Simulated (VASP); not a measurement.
# KBr (Fm-3m) in VASP: relaxation of the atoms with PBE

Aim: the relaxation of the atoms of KBr with PBE.

Everything below comes from runs of VASP 6.6.1. Logs are shortened: lines on timing, memory, paths and dates and some standing lists are left out, and cuts for length are marked.

### 1 The cell of the first run

Symmetry: Fm-3m, No. 225, cubic system. Conventional cell: a = 6.600 Å, b = 6.600 Å, c = 6.600 Å, α = 90.00°, β = 90.00°, γ = 90.00°. K (site symmetry m-3m) has 6 Br at 3.30 Å within 4.3 Å. Br (site symmetry m-3m) has 6 K at 3.30 Å within 4.3 Å.

### 2 Relaxation of the atoms, PBE

The input, INCAR:

```
SYSTEM = KBr
PREC = Accurate
ENCUT = 520
EDIFF = 1E-6
ISMEAR = -1
SIGMA = 0.02
LREAL = .FALSE.
LASPH = .TRUE.
NELM = 80
ALGO = Normal
ISIF = 2
LWAVE = .FALSE.
LCHARG = .FALSE.
GGA = PE
IBRION = 2
NSW = 80
EDIFFG = -0.02
```

The input, KPOINTS:

```
Automatic mesh
0
G
  7 7 7
  0 0 0
```

The input, POSCAR:

```
KBr
1.0
    0.0000000000      3.3000000000      3.3000000000
    3.3000000000      0.0000000000      3.3000000000
    3.3000000000      3.3000000000      0.0000000000
K Br
1 1
Direct
    0.0000000000      0.0000000000      0.0000000000
    0.5000000000      0.5000000000      0.5000000000
```

Potentials or basis: VASP PAW PBE potentials, release 64 (K_sv, Br).

The run is started by

```
$ cat potpaw_PBE.64/K_sv/POTCAR potpaw_PBE.64/Br/POTCAR > POTCAR
$ mpirun -np 1 vasp_std > vasp.out
```

OUTCAR:

```text
SYSTEM = KBr
   PREC = Accurate
   ENCUT = 520
   EDIFF = 1E-6
   ISMEAR = -1
   LREAL = .FALSE.
   LASPH = .TRUE.
   NELM = 80
   ISIF = 2
   GGA = PE
   IBRION = 2
   NSW = 80
   EDIFFG = -0.02

 ion  position               nearest neighbor table
   1  0.000  0.000  0.000-   2 3.30   2 3.30   2 3.30   2 3.30   2 3.30   2 3.30
   2  0.500  0.500  0.500-   1 3.30   1 3.30   1 3.30   1 3.30   1 3.30   1 3.30

  LATTYP: Found a face centered cubic cell.
 ALAT       =     6.6000000000

  Lattice vectors:

 A1 = (   0.0000000000,   3.3000000000,   3.3000000000)
 A2 = (   3.3000000000,   0.0000000000,   3.3000000000)
 A3 = (   3.3000000000,   3.3000000000,   0.0000000000)

Analysis of symmetry for initial positions (statically):
=====================================================================
 Subroutine PRICEL returns:
 Original cell was already a primitive cell.

 Routine SETGRP: Setting up the symmetry group for a
 face centered cubic supercell.

 Subroutine GETGRP returns: Found 48 space group operations
 (whereof 48 operations were pure point group operations)
 out of a pool of 48 trial point group operations.

The static configuration has the point symmetry O_h .

Analysis of symmetry for dynamics (positions and initial velocities):
=====================================================================
 Subroutine PRICEL returns:
 Original cell was already a primitive cell.

 Routine SETGRP: Setting up the symmetry group for a
 face centered cubic supercell.

 Subroutine GETGRP returns: Found 48 space group operations
 (whereof 48 operations were pure point group operations)
 out of a pool of 48 trial point group operations.

The dynamic configuration has the point symmetry O_h .

 Subroutine INISYM returns: Found 48 space group operations
 (whereof 48 operations are pure point group operations),
 and found     1 'primitive' translations

----------------------------------------------------------------------------------------

                                     Primitive cell

  volume of cell :      71.8740

  direct lattice vectors                    reciprocal lattice vectors
     0.000000000  3.300000000  3.300000000    -0.151515152  0.151515152  0.151515152
     3.300000000  0.000000000  3.300000000     0.151515152 -0.151515152  0.151515152
     3.300000000  3.300000000  0.000000000     0.151515152  0.151515152 -0.151515152

  length of vectors
     4.666904756  4.666904756  4.666904756     0.262431941  0.262431941  0.262431941

  position of ions in fractional coordinates (direct lattice)
     0.000000000  0.000000000  0.000000000
     0.500000000  0.500000000  0.500000000

  ion indices of the primitive-cell ions
   primitive index   ion index
                 1           1
                 2           2

----------------------------------------------------------------------------------------

 KPOINTS: Automatic mesh

Automatic generation of k-mesh.
 Grid dimensions read from file:
 generate k-points for:    7    7    7

 Generating k-lattice:

  Cartesian coordinates                     Fractional coordinates (reciprocal lattice)
    -0.021645022  0.021645022  0.021645022     0.142857143  0.000000000  0.000000000
     0.021645022 -0.021645022  0.021645022     0.000000000  0.142857143  0.000000000
     0.021645022  0.021645022 -0.021645022     0.000000000  0.000000000  0.142857143

  Length of vectors
     0.037490277  0.037490277  0.037490277

  Shift w.r.t. Gamma in fractional coordinates (k-lattice)
     0.000000000  0.000000000  0.000000000

 Subroutine IBZKPT returns following result:
 ===========================================

 Found     20 irreducible k-points:

 Following reciprocal coordinates:
            Coordinates               Weight
  0.000000  0.000000  0.000000      1.000000
  0.142857  0.000000  0.000000      8.000000
  0.285714  0.000000  0.000000      8.000000
  0.428571  0.000000  0.000000      8.000000
  0.142857  0.142857  0.000000      6.000000
  0.285714  0.142857  0.000000     24.000000
[... 12 lines left out ...]
 -0.428571  0.428571  0.142857     24.000000
 -0.285714  0.428571  0.142857     24.000000
   k-points           NKPTS =     20   k-points in BZ     NKDIM =     20   number of bands    NBANDS=     12
   number of dos      NEDOS =    301   number of ions     NIONS =      2
   total plane-waves  NPLWV =  46656
   dimension x,y,z NGX =    36 NGY =   36 NGZ =   36
   dimension x,y,z NGXF=    72 NGYF=   72 NGZF=   72
   ions per type =               1   1
   NGX,Y,Z   is equivalent  to a cutoff of  12.82, 12.82, 12.82 a.u.
   NGXF,Y,Z  is equivalent  to a cutoff of  25.65, 25.65, 25.65 a.u.
 SYSTEM =  KBr
   PREC   = accura    normal or accurate (medium, high low for compatibility)
   ISTART =      0    job   : 0-new  1-cont  2-samecut
   ICHARG =      2    charge: 1-file 2-atom 10-const
   ISPIN  =      1    spin polarized calculation?
   LNONCOLLINEAR =      F non collinear calculations
   LSORBIT =      F    spin-orbit coupling
   LASPH  =      T    aspherical Exc in radial PAW
   ENCUT  =  520.0 eV  38.22 Ry    6.18 a.u.   8.68  8.68  8.68*2*pi/ulx,y,z
   NELM   =     80;   NELMIN=  2; NELMDL= -5     # of ELM steps
   EDIFF  = 0.1E-05   stopping-criterion for ELM
   LREAL  =      F    real-space projection
   EDIFFG = -.2E-01   stopping-criterion for IOM
   NSW    =     80    number of steps for IOM
   IBRION =      2    ionic relax: 0-MD 1-quasi-New 2-CG
   NFREE  =      1    steps in history (QN), initial steepest desc. (CG)
   ISIF   =      2    stress and relaxation
   ISYM   =      2    0-nonsym 1-usesym 2-fastsym
   POTIM  = 0.5000    time-step for ionic-motion
   TEBEG  =    0.0;   TEEND  =   0.0 temperature during run
   PSTRESS=    0.0 pullay stress
   NELECT =      16.0000    total number of electrons
   NUPDOWN=      -1.0000    fix difference up-down
   EMIN   =  10.00;   EMAX   =-10.00  energy-range for DOS
   EFERMI =   0.00;   METHOD = LEGACY
   ISMEAR =    -1;   SIGMA  =   0.02  broadening in eV -4-tet -1-fermi 0-gaus
   EFERMI_NEDOS =   21; number of points for ismear=-14 and -15
   IALGO  =     38    algorithm
   IMIX   =      4    mixing-type and parameters
     AMIX     =   0.40;   BMIX     =  1.00
     AMIX_MAG =   1.60;   BMIX_MAG =  1.00
  volume/ion in A,a.u.               =      35.94       242.51
  Fermi-wavevector in a.u.,A,eV,Ry     =   0.992181  1.874950 13.393889  0.984423
  Thomas-Fermi vector in A             =   2.123975
   LORBIT       =      0    0 simple, 1 ext, 2 COOP (PROOUT), +10 PAW based schemes
   GGA     = PE    functional components
   LHFCALC =     F    Hartree Fock is set to
   AEXX    =    0.0000 exact exchange contribution
   IVDW    =     0    specifies the selected vdW correction
   LEPSILON=     F    determine dielectric tensor
   LRPA    =     F    only Hartree local field effects (RPA)
 conjugate gradient relaxation of ions
 non-spin polarized calculation
  energy-cutoff  :      520.00
  volume of cell :       71.87
 maximum number of plane-waves:      1948
   NGX = 17   NGY = 17   NGZ = 17

 number of electron      15.9999997 magnetization

 Free energy of the ion-electron system (eV)
  ---------------------------------------------------
  ext. energy  EPLUGINS =         0.00000000
  ---------------------------------------------------
  free energy    TOTEN  =        -6.21508457 eV

  energy without entropy =       -6.21508457  energy(sigma->0) =       -6.21508457

 E-fermi :  -1.2447     XC(G=0):  -7.3707

 val. band max:       -1.7407003977   @ k =   0.0000   0.0000   0.0000
 cond. band min:       2.6931141713   @ k =   0.0000   0.0000   0.0000
 fundamental gap:      4.4338145689
 Fermi energy:        -1.2447260630

 k-point     1 :       0.0000    0.0000    0.0000
  band No.  band energies     occupation
      1     -29.5219      2.00000
      2     -14.0329      2.00000
      3     -12.9992      2.00000
      4     -12.9992      2.00000
      5     -12.9992      2.00000
      6      -1.7407      2.00000
      7      -1.7407      2.00000
      8      -1.7407      2.00000
      9       2.6931      0.00000
     10       5.8635      0.00000
     11       5.8635      0.00000
     12       5.8635      0.00000

 k-point     2 :       0.1429    0.0000    0.0000
  band No.  band energies     occupation
      1     -29.5208      2.00000
      2     -14.0721      2.00000
      3     -13.0002      2.00000
      4     -13.0002      2.00000
      5     -12.9468      2.00000
      6      -2.0228      2.00000
      7      -1.8077      2.00000
      8      -1.8077      2.00000
      9       3.1929      0.00000
     10       5.7434      0.00000
     11       6.1040      0.00000
     12       6.1040      0.00000

 k-point     3 :       0.2857    0.0000    0.0000
  band No.  band energies     occupation
      1     -29.5184      2.00000
      2     -14.1493      2.00000
      3     -13.0026      2.00000
      4     -13.0026      2.00000
      5     -12.8396      2.00000
      6      -2.5348      2.00000
      7      -1.9505      2.00000
      8      -1.9505      2.00000
      9       4.1870      0.00000
     10       5.8188      0.00000
     11       6.7643      0.00000
     12       6.7643      0.00000
[... 226 lines left out ...]
 k-point    19 :      -0.4286    0.4286    0.1429
  band No.  band energies     occupation
      1     -29.5149      2.00000
      2     -14.0199      2.00000
      3     -13.0601      2.00000
      4     -13.0433      2.00000
      5     -12.9402      2.00000
      6      -2.5188      2.00000
      7      -2.1495      2.00000
      8      -2.1382      2.00000
      9       4.7197      0.00000
     10       5.8526      0.00000
     11       6.8715      0.00000
     12       7.8374      0.00000

 k-point    20 :      -0.2857    0.4286    0.1429
  band No.  band energies     occupation
      1     -29.5147      2.00000
      2     -14.0470      2.00000
      3     -13.0659      2.00000
      4     -13.0421      2.00000
      5     -12.8978      2.00000
      6      -2.4147      2.00000
      7      -2.3663      2.00000
      8      -2.1588      2.00000
      9       5.3123      0.00000
     10       6.0444      0.00000
     11       6.5910      0.00000
     12       7.3079      0.00000

------------------------ aborting loop because EDIFF is reached ----------------------------------------

  FORCE on cell =-STRESS in cart. coord.  units (eV):
  Direction    XX          YY          ZZ          XY          YZ          ZX
  --------------------------------------------------------------------------------------
  -------------------------------------------------------------------------------------
  Total        0.3404970      0.3404970      0.3404970      0.0000000      0.0000000      0.0000000
  in kB        7.5901798      7.5901798      7.5901798      0.0000000      0.0000000      0.0000000
  external PRESSURE =       7.5901798 kB  Pullay stress =       0.0000000 kB

 VOLUME and BASIS-vectors are now :
 -----------------------------------------------------------------------------
  energy-cutoff  :      520.00
  volume of cell :       71.87
      direct lattice vectors                 reciprocal lattice vectors
     0.000000000  3.300000000  3.300000000    -0.151515152  0.151515152  0.151515152
     3.300000000  0.000000000  3.300000000     0.151515152 -0.151515152  0.151515152
     3.300000000  3.300000000  0.000000000     0.151515152  0.151515152 -0.151515152

 POSITION                                       TOTAL-FORCE (eV/Angst)
 -----------------------------------------------------------------------------------
      0.00000      0.00000      0.00000         0.000000     -0.000000     -0.000000
      3.30000      3.30000      3.30000         0.000000      0.000000      0.000000
 -----------------------------------------------------------------------------------
    total drift:                                0.000000      0.000000      0.000000

  FREE ENERGIE OF THE ION-ELECTRON SYSTEM (eV)
  ---------------------------------------------------
  free  energy   TOTEN  =        -6.2150845657 eV

  energy  without entropy=       -6.2150845657  energy(sigma->0) =       -6.21508457

 reached required accuracy - stopping structural energy minimisation
```

Wall time 21 s (1 thread of AMD EPYC 7R13 (Zen 3), shared host); peak memory 0.17 GiB.

What came out:

```yaml
Free_energy: -6.2151 eV
Pressure_after_relaxing: 0.8 GPa
Band_gap_on_the_k_mesh: 4.43 eV, direct
```

Final structure:
```yaml
crystal:
  lattice:
    - [0.00000, 3.30000, 3.30000]
    - [3.30000, 0.00000, 3.30000]
    - [3.30000, 3.30000, 0.00000]
  atoms:
    - { symbol: K, position: [0.00000, 0.00000, 0.00000] }
    - { symbol: Br, position: [0.50000, 0.50000, 0.50000] }
```

Caveat: the relaxation stopped at its first step, so nothing moved.
